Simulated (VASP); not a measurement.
# KF (Fm-3m) in VASP: a series of runs

The runs below take KF through single point, with PBE.

Everything below comes from runs of VASP 6.6.1. Logs are shortened: lines on timing, memory, paths and dates and some standing lists are left out, and cuts for length are marked.

### Step 1. The cell of the first run

The structure is cubic, space group Fm-3m (No. 225). The conventional cell has a = 5.365 Å, b = 5.365 Å, c = 5.365 Å, α = 90.00°, β = 90.00°, γ = 90.00°. Within 3.5 Å of K (site symmetry m-3m) lie 6 F at 2.68 Å. F (site symmetry m-3m) has 6 K at 2.68 Å within 3.5 Å.

### Step 2. Single point, PBE (19.31 Å³/atom)

INCAR

```
SYSTEM = KF
ALGO = Normal ; EDIFF = 1E-6
ENCUT = 520 ; GGA = PE
ISIF = 2 ; ISMEAR = 0
LASPH = .TRUE. ; LCHARG = .FALSE.
LREAL = .FALSE. ; LWAVE = .FALSE.
NBANDS = 15 ; NELM = 60
PREC = Accurate ; SIGMA = 0.02
```

KPOINTS

```
k-points
0
G
  8 8 8
  0 0 0
```

POSCAR

```
KF
1.0
    0.0000000000      2.6826626144      2.6826626144
    2.6826626144      0.0000000000      2.6826626144
    2.6826626144      2.6826626144      0.0000000000
K F
1 1
Direct
    0.0000000000      0.0000000000      0.0000000000
    0.5000000000      0.5000000000      0.5000000000
```

Potentials or basis: VASP PAW PBE potentials, release 64 (K_sv, F).

Command:

```
$ cat potpaw_PBE.64/K_sv/POTCAR potpaw_PBE.64/F/POTCAR > POTCAR
$ mpirun -np 1 vasp_std > vasp.out
```

OUTCAR:

```text
SYSTEM = KF
   EDIFF = 1E-6
   ENCUT = 520
   GGA = PE
   ISIF = 2
   ISMEAR = 0
   LASPH = .TRUE.
   LREAL = .FALSE.
   NELM = 60
   PREC = Accurate

 ion  position               nearest neighbor table
   1  0.000  0.000  0.000-   2 2.68   2 2.68   2 2.68   2 2.68   2 2.68   2 2.68
   2  0.500  0.500  0.500-   1 2.68   1 2.68   1 2.68   1 2.68   1 2.68   1 2.68

  LATTYP: Found a face centered cubic cell.
 ALAT       =     5.3653252288

  Lattice vectors:

 A1 = (   0.0000000000,   2.6826626144,   2.6826626144)
 A2 = (   2.6826626144,   0.0000000000,   2.6826626144)
 A3 = (   2.6826626144,   2.6826626144,   0.0000000000)

Analysis of symmetry for initial positions (statically):
=====================================================================
 Subroutine PRICEL returns:
 Original cell was already a primitive cell.

 Routine SETGRP: Setting up the symmetry group for a
 face centered cubic supercell.

 Subroutine GETGRP returns: Found 48 space group operations
 (whereof 48 operations were pure point group operations)
 out of a pool of 48 trial point group operations.

The static configuration has the point symmetry O_h .

Analysis of symmetry for dynamics (positions and initial velocities):
=====================================================================
 Subroutine PRICEL returns:
 Original cell was already a primitive cell.

 Routine SETGRP: Setting up the symmetry group for a
 face centered cubic supercell.

 Subroutine GETGRP returns: Found 48 space group operations
 (whereof 48 operations were pure point group operations)
 out of a pool of 48 trial point group operations.

The dynamic configuration has the point symmetry O_h .

 Subroutine INISYM returns: Found 48 space group operations
 (whereof 48 operations are pure point group operations),
 and found     1 'primitive' translations

----------------------------------------------------------------------------------------

                                     Primitive cell

  volume of cell :      38.6125

  direct lattice vectors                    reciprocal lattice vectors
     0.000000000  2.682662614  2.682662614    -0.186381991  0.186381991  0.186381991
     2.682662614  0.000000000  2.682662614     0.186381991 -0.186381991  0.186381991
     2.682662614  2.682662614  0.000000000     0.186381991  0.186381991 -0.186381991

  length of vectors
     3.793857853  3.793857853  3.793857853     0.322823079  0.322823079  0.322823079

  position of ions in fractional coordinates (direct lattice)
     0.000000000  0.000000000  0.000000000
     0.500000000  0.500000000  0.500000000

  ion indices of the primitive-cell ions
   primitive index   ion index
                 1           1
                 2           2

----------------------------------------------------------------------------------------

 KPOINTS: k-points

Automatic generation of k-mesh.
 Grid dimensions read from file:
 generate k-points for:    8    8    8

 Generating k-lattice:

  Cartesian coordinates                     Fractional coordinates (reciprocal lattice)
    -0.023297749  0.023297749  0.023297749     0.125000000  0.000000000  0.000000000
     0.023297749 -0.023297749  0.023297749     0.000000000  0.125000000  0.000000000
     0.023297749  0.023297749 -0.023297749     0.000000000  0.000000000  0.125000000

  Length of vectors
     0.040352885  0.040352885  0.040352885

  Shift w.r.t. Gamma in fractional coordinates (k-lattice)
     0.000000000  0.000000000  0.000000000

 Subroutine IBZKPT returns following result:
 ===========================================

 Found     29 irreducible k-points:

 Following reciprocal coordinates:
            Coordinates               Weight
  0.000000  0.000000  0.000000      1.000000
  0.125000  0.000000  0.000000      8.000000
  0.250000  0.000000  0.000000      8.000000
  0.375000  0.000000  0.000000      8.000000
  0.500000  0.000000  0.000000      4.000000
  0.125000  0.125000  0.000000      6.000000
[... 16 lines left out ...]
  0.500000  0.250000  0.125000     48.000000
 -0.375000  0.250000  0.125000     24.000000
 [... further k-points ...]
   k-points           NKPTS =     29   k-points in BZ     NKDIM =     29   number of bands    NBANDS=     15
   number of dos      NEDOS =    301   number of ions     NIONS =      2
   total plane-waves  NPLWV =  21952
   dimension x,y,z NGX =    28 NGY =   28 NGZ =   28
   dimension x,y,z NGXF=    56 NGYF=   56 NGZF=   56
   ions per type =               1   1
   NGX,Y,Z   is equivalent  to a cutoff of  12.27, 12.27, 12.27 a.u.
   NGXF,Y,Z  is equivalent  to a cutoff of  24.54, 24.54, 24.54 a.u.
 SYSTEM =  KF
   PREC   = accura    normal or accurate (medium, high low for compatibility)
   ISTART =      0    job   : 0-new  1-cont  2-samecut
   ICHARG =      2    charge: 1-file 2-atom 10-const
   ISPIN  =      1    spin polarized calculation?
   LNONCOLLINEAR =      F non collinear calculations
   LSORBIT =      F    spin-orbit coupling
   LASPH  =      T    aspherical Exc in radial PAW
   ENCUT  =  520.0 eV  38.22 Ry    6.18 a.u.   7.05  7.05  7.05*2*pi/ulx,y,z
   NELM   =     60;   NELMIN=  2; NELMDL= -5     # of ELM steps
   EDIFF  = 0.1E-05   stopping-criterion for ELM
   LREAL  =      F    real-space projection
   EDIFFG = 0.1E-04   stopping-criterion for IOM
   NSW    =      0    number of steps for IOM
   IBRION =     -1    ionic relax: 0-MD 1-quasi-New 2-CG
   NFREE  =      0    steps in history (QN), initial steepest desc. (CG)
   ISIF   =      2    stress and relaxation
   ISYM   =      2    0-nonsym 1-usesym 2-fastsym
   POTIM  = 0.5000    time-step for ionic-motion
   TEBEG  =    0.0;   TEEND  =   0.0 temperature during run
   PSTRESS=    0.0 pullay stress
   NELECT =      16.0000    total number of electrons
   NUPDOWN=      -1.0000    fix difference up-down
   EMIN   =  10.00;   EMAX   =-10.00  energy-range for DOS
   EFERMI =   0.00;   METHOD = LEGACY
   ISMEAR =     0;   SIGMA  =   0.02  broadening in eV -4-tet -1-fermi 0-gaus
   EFERMI_NEDOS =   21; number of points for ismear=-14 and -15
   IALGO  =     38    algorithm
   IMIX   =      4    mixing-type and parameters
     AMIX     =   0.40;   BMIX     =  1.00
     AMIX_MAG =   1.60;   BMIX_MAG =  1.00
  volume/ion in A,a.u.               =      19.31       130.29
  Fermi-wavevector in a.u.,A,eV,Ry     =   1.220503  2.306416 20.267606  1.489627
  Thomas-Fermi vector in A             =   2.355718
   LORBIT       =      0    0 simple, 1 ext, 2 COOP (PROOUT), +10 PAW based schemes
   GGA     = PE    functional components
   LHFCALC =     F    Hartree Fock is set to
   AEXX    =    0.0000 exact exchange contribution
   IVDW    =     0    specifies the selected vdW correction
   LEPSILON=     F    determine dielectric tensor
   LRPA    =     F    only Hartree local field effects (RPA)
 non-spin polarized calculation
 Gauss-broadening in eV      SIGMA  =   0.02
  energy-cutoff  :      520.00
  volume of cell :       38.61
 maximum number of plane-waves:      1056
   NGX = 15   NGY = 15   NGZ = 15

 number of electron      15.9999996 magnetization

 Free energy of the ion-electron system (eV)
  ---------------------------------------------------
  ext. energy  EPLUGINS =         0.00000000
  ---------------------------------------------------
  free energy    TOTEN  =        -8.29414829 eV

  energy without entropy =       -8.29414829  energy(sigma->0) =       -8.29414829

 E-fermi :  -2.7120     XC(G=0):  -8.3490

 val. band max:       -2.8365831701   @ k =   0.0000   0.0000   0.0000
 cond. band min:       3.2659578646   @ k =   0.0000   0.0000   0.0000
 fundamental gap:      6.1025410348
 Fermi energy:        -2.7119739136

 k-point     1 :       0.0000    0.0000    0.0000
  band No.  band energies     occupation
      1     -29.0078      2.00000
      2     -21.4868      2.00000
      3     -12.2670      2.00000
      4     -12.2670      2.00000
      5     -12.2670      2.00000
      6      -2.8366      2.00000
      7      -2.8366      2.00000
      8      -2.8366      2.00000
      9       3.2660      0.00000
     10       7.8088      0.00000
     11       7.8088      0.00000
     12       7.8088      0.00000
     13       9.4644      0.00000
     14       9.4644      0.00000
     15      14.0224      0.00000

 k-point     2 :       0.1250    0.0000    0.0000
  band No.  band energies     occupation
      1     -28.9949      2.00000
      2     -21.4981      2.00000
      3     -12.3068      2.00000
      4     -12.2724      2.00000
      5     -12.2724      2.00000
      6      -2.9742      2.00000
      7      -2.8877      2.00000
      8      -2.8877      2.00000
      9       3.6945      0.00000
     10       7.5617      0.00000
     11       8.0158      0.00000
     12       8.0158      0.00000
     13       9.6047      0.00000
     14       9.6047      0.00000
     15      14.7615      0.00000

 k-point     3 :       0.2500    0.0000    0.0000
  band No.  band energies     occupation
      1     -28.9635      2.00000
      2     -21.5269      2.00000
      3     -12.4020      2.00000
      4     -12.2852      2.00000
      5     -12.2852      2.00000
      6      -3.2663      2.00000
      7      -3.0084      2.00000
      8      -3.0084      2.00000
      9       4.7658      0.00000
     10       7.2159      0.00000
     11       8.5268      0.00000
     12       8.5268      0.00000
     13      10.0430      0.00000
     14      10.0430      0.00000
     15      15.7046      0.00000
[... 343 lines left out ...]
 k-point    23 :       0.5000    0.2500    0.1250
  band No.  band energies     occupation
      1     -28.9174      2.00000
      2     -21.5412      2.00000
      3     -12.5342      2.00000
      4     -12.4590      2.00000
      5     -12.3303      2.00000
      6      -3.3910      2.00000
      7      -3.1270      2.00000
      8      -2.9959      2.00000
      9       6.3187      0.00000
     10       6.7671      0.00000
     11       8.8464      0.00000
     12       9.6712      0.00000
     13      10.5913      0.00000
     14      11.5429      0.00000
     15      13.2537      0.00000

 k-point    24 :      -0.3750    0.2500    0.1250
  band No.  band energies     occupation
      1     -28.9072      2.00000
      2     -21.5460      2.00000
      3     -12.5767      2.00000
      4     -12.4748      2.00000
      5     -12.3380      2.00000
      6      -3.3973      2.00000
      7      -3.1095      2.00000
      8      -3.0887      2.00000
      9       6.5133      0.00000
     10       7.1961      0.00000
     11       8.7706      0.00000
     12       9.8179      0.00000
     13      11.0565      0.00000
     14      12.0882      0.00000
     15      12.3097      0.00000

 [... further k-points ...]

------------------------ aborting loop because EDIFF is reached ----------------------------------------

  FORCE on cell =-STRESS in cart. coord.  units (eV):
  Direction    XX          YY          ZZ          XY          YZ          ZX
  --------------------------------------------------------------------------------------
  -------------------------------------------------------------------------------------
  Total        0.2392808      0.2392808      0.2392808      0.0000000      0.0000000      0.0000000
  in kB        9.9286533      9.9286533      9.9286533      0.0000000      0.0000000      0.0000000
  external PRESSURE =       9.9286533 kB  Pullay stress =       0.0000000 kB

 VOLUME and BASIS-vectors are now :
 -----------------------------------------------------------------------------
  energy-cutoff  :      520.00
  volume of cell :       38.61
      direct lattice vectors                 reciprocal lattice vectors
     0.000000000  2.682662614  2.682662614    -0.186381991  0.186381991  0.186381991
     2.682662614  0.000000000  2.682662614     0.186381991 -0.186381991  0.186381991
     2.682662614  2.682662614  0.000000000     0.186381991  0.186381991 -0.186381991

 POSITION                                       TOTAL-FORCE (eV/Angst)
 -----------------------------------------------------------------------------------
      0.00000      0.00000      0.00000        -0.000000      0.000000      0.000000
      2.68266      2.68266      2.68266         0.000000     -0.000000     -0.000000
 -----------------------------------------------------------------------------------
    total drift:                                0.000000      0.000000      0.000000

  FREE ENERGIE OF THE ION-ELECTRON SYSTEM (eV)
  ---------------------------------------------------
  free  energy   TOTEN  =        -8.2941482922 eV

  energy  without entropy=       -8.2941482922  energy(sigma->0) =       -8.29414829
```

Run time: 20 s. Hardware: 1 thread of Intel Xeon 8259CL, shared host; peak memory 0.16 GiB.

Results:

| Item | Value |
| --- | --- |
| Free energy | -8.2941 eV |
| Pressure | 1.0 GPa |
| Band gap on the k mesh | 6.10 eV |

A k mesh can miss the band edges.

### Step 3. Single point, PBE (18.71 Å³/atom)

This run uses another cell than the first one, of 18.71 Å³/atom.

INCAR

```
SYSTEM = KF
PREC = Accurate
ENCUT = 520
EDIFF = 1E-6
ISMEAR = 0
SIGMA = 0.02
LREAL = .FALSE.
LASPH = .TRUE.
NELM = 80
ALGO = Normal
ISIF = 2
LWAVE = .FALSE.
LCHARG = .FALSE.
GGA = PE
NBANDS = 15
```

KPOINTS

```
regular mesh
0
G
  8 8 8
  0 0 0
```

POSCAR

```
KF
1.0
    0.0000000000      2.6547161798      2.6547161798
    2.6547161798      0.0000000000      2.6547161798
    2.6547161798      2.6547161798      0.0000000000
K F
1 1
Direct
    0.0000000000      0.0000000000      0.0000000000
    0.5000000000      0.5000000000      0.5000000000
```

Potentials or basis: VASP PAW PBE potentials, release 64 (K_sv, F).

Command:

```
$ cat potpaw_PBE.64/K_sv/POTCAR potpaw_PBE.64/F/POTCAR > POTCAR
$ mpirun -np 1 vasp_std > vasp.out
```

Run time: 24 s. Hardware: 1 thread of Intel Xeon 8259CL, shared host; peak memory 0.16 GiB.

Results (log left out):

```yaml
Free_energy: -8.2811 eV
Pressure: 2.2 GPa
Band_gap_on_the_k_mesh: 6.27 eV
```

Levels at points of the mesh, in eV from the valence-band top:
| k point | band 6 | band 7 | band 8 | band 9 | band 10 | band 11 |
| --- | --- | --- | --- | --- | --- | --- |
| (0.00, 0.00, 0.00) | 0.00 | 0.00 | 0.00 | 6.27 | 10.73 | 10.73 |
| (0.50, 0.00, 0.00) | -0.81 | -0.36 | -0.36 | 9.15 | 10.75 | 12.16 |
| (0.50, 0.50, 0.00) | -0.20 | -0.05 | -0.05 | 8.22 | 10.41 | 11.97 |

### Step 4. Single point, PBE

This run uses another cell than the first one, of 19.90 Å³/atom.

INCAR

```
SYSTEM = KF
PREC = Accurate ; ENCUT = 520
EDIFF = 1E-6 ; ISMEAR = 0
SIGMA = 0.02 ; LREAL = .FALSE.
LASPH = .TRUE. ; NELM = 60
ALGO = Normal ; ISIF = 2
LWAVE = .FALSE. ; LCHARG = .FALSE.
GGA = PE ; NBANDS = 15
```

KPOINTS

```
Automatic mesh
0
G
  8 8 8
  0 0 0
```

POSCAR

```
KF
1.0
    0.0000000000      2.7100386135      2.7100386135
    2.7100386135      0.0000000000      2.7100386135
    2.7100386135      2.7100386135      0.0000000000
K F
1 1
Direct
    0.0000000000      0.0000000000      0.0000000000
    0.5000000000      0.5000000000      0.5000000000
```

Command:

```
$ cat potpaw_PBE.64/K_sv/POTCAR potpaw_PBE.64/F/POTCAR > POTCAR
$ mpirun -np 1 vasp_std > vasp.out
```

Wall time 30 s (1 thread of Intel Xeon 8259CL, shared host); peak memory 0.17 GiB.

Results (log left out):

```
Free energy            : -8.2992 eV
Pressure               : 0.0 GPa
Band gap on the k mesh : 5.95 eV
```

Levels at points of the mesh, in eV from the valence-band top:
| k point | band 4 | band 5 | band 6 | band 7 | band 8 | band 9 | band 10 | band 11 | band 12 | band 13 |
| --- | --- | --- | --- | --- | --- | --- | --- | --- | --- | --- |
| (0.00, 0.00, 0.00) | -9.54 | -9.54 | 0.00 | 0.00 | 0.00 | 5.95 | 10.56 | 10.56 | 10.56 | 12.17 |
| (0.50, 0.00, 0.00) | -9.57 | -9.57 | -0.75 | -0.31 | -0.31 | 8.89 | 10.29 | 11.87 | 11.87 | 14.02 |
| (0.50, 0.50, 0.00) | -9.72 | -9.72 | -0.23 | -0.06 | -0.06 | 8.16 | 10.07 | 11.47 | 13.38 | 13.96 |

### Step 5. Single point, PBE

This run uses another cell than the first one, of 19.89 Å³/atom.

INCAR

```
SYSTEM = KF
PREC = Accurate
ENCUT = 520
EDIFF = 1E-6
ISMEAR = 0
SIGMA = 0.02
LREAL = .FALSE.
LASPH = .TRUE.
NELM = 100
ALGO = Normal
ISIF = 2
LWAVE = .FALSE.
LCHARG = .FALSE.
GGA = PE
NBANDS = 15
```

KPOINTS is that of step 4.

POSCAR

```
KF
1.0
    0.0000000000      2.7095942352      2.7095942352
    2.7095942352      0.0000000000      2.7095942352
    2.7095942352      2.7095942352      0.0000000000
K F
1 1
Direct
    0.0000000000      0.0000000000      0.0000000000
    0.5000000000      0.5000000000      0.5000000000
```

Command:

```
$ cat potpaw_PBE.64/K_sv/POTCAR potpaw_PBE.64/F/POTCAR > POTCAR
$ mpirun -np 1 vasp_std > vasp.out
```

It took 27 s on 1 thread of Intel Xeon 8259CL, shared host; peak memory 0.16 GiB.

It converged, with:

| Item | Value |
| --- | --- |
| Free energy | -8.2992 eV |
| Pressure | 0.0 GPa |
| Band gap on the k mesh | 5.95 eV |

Levels at points of the mesh, in eV from the valence-band top:
| k point | band 4 | band 5 | band 6 | band 7 | band 8 | band 9 | band 10 | band 11 | band 12 | band 13 |
| --- | --- | --- | --- | --- | --- | --- | --- | --- | --- | --- |
| (0.00, 0.00, 0.00) | -9.54 | -9.54 | 0.00 | 0.00 | 0.00 | 5.95 | 10.56 | 10.56 | 10.56 | 12.18 |
| (0.50, 0.00, 0.00) | -9.57 | -9.57 | -0.75 | -0.31 | -0.31 | 8.89 | 10.29 | 11.87 | 11.87 | 14.03 |
| (0.50, 0.50, 0.00) | -9.72 | -9.72 | -0.23 | -0.06 | -0.06 | 8.16 | 10.07 | 11.48 | 13.39 | 13.97 |

A k mesh can miss the band edges. PBE gaps usually lie below the measured ones, often by a third to a half.

### Step 6. Single point, PBE

This run uses another cell than the first one, of 19.89 Å³/atom.

INCAR

```
SYSTEM = KF
  ALGO = Normal
  EDIFF = 1E-6
  ENCUT = 520
  GGA = PE
  ISIF = 2
  ISMEAR = 0
  LASPH = .True.
  LCHARG = .True.
  LELF = .True.
  LREAL = .False.
  LVHAR = .True.
  LWAVE = .False.
  NBANDS = 15
  NELM = 80
  PREC = Accurate
  SIGMA = 0.02
```

KPOINTS

```
k-points
0
Gamma
  8 8 8
  0 0 0
```

POSCAR

```
KF
1.0
    0.0000000000      2.7093664489      2.7093664489
    2.7093664489      0.0000000000      2.7093664489
    2.7093664489      2.7093664489      0.0000000000
K F
1 1
Direct
    0.0000000000      0.0000000000      0.0000000000
    0.5000000000      0.5000000000      0.5000000000
```

Potentials or basis: VASP PAW PBE potentials, release 64 (K_sv, F).

Command:

```
$ cat potpaw_PBE.64/K_sv/POTCAR potpaw_PBE.64/F/POTCAR > POTCAR
$ mpirun -np 1 vasp_std > vasp.out
```

It took 25 s on 1 thread of Intel Xeon 8259CL, shared host; peak memory 0.16 GiB.

The run converged. Its results:

```
Free energy            : -8.2992 eV
Pressure               : 0.0 GPa
Band gap on the k mesh : 5.95 eV
```

Levels at points of the mesh, in eV from the valence-band top:
```tsv
k point	band 5	band 6	band 7	band 8	band 9	band 10	band 11	band 12
(0.00, 0.00, 0.00)	-9.54	0.00	0.00	0.00	5.95	10.56	10.56	10.56
(0.50, 0.00, 0.00)	-9.57	-0.75	-0.31	-0.31	8.89	10.30	11.87	11.87
(0.50, 0.50, 0.00)	-9.72	-0.23	-0.06	-0.06	8.16	10.07	11.48	13.39
```

A k mesh can miss the band edges. PBE gaps usually lie below the measured ones, often by a third to a half.

### Step 7. Summary

| cell | gap on the mesh (eV) | pressure (GPa) |
| --- | --- | --- |
| a = 3.794 Å, angles 60.0°, 2 atoms | 6.10 | 1.0 |
| a = 3.754 Å, angles 60.0°, 2 atoms | 6.27 | 2.2 |
| a = 3.833 Å, angles 60.0°, 2 atoms | 5.95 | 0.0 |
| a = 3.832 Å, angles 60.0°, 2 atoms | 5.95 | 0.0 |

Alike in all rows: task single point; level PBE; potentials or basis VASP PAW PBE potentials, release 64 (K_sv, F); no spin polarisation; k mesh 8 × 8 × 8; cutoff (eV) 520; smearing gaussian 0.02 eV.

Absolute energies hang on the potentials; compare differences alone.
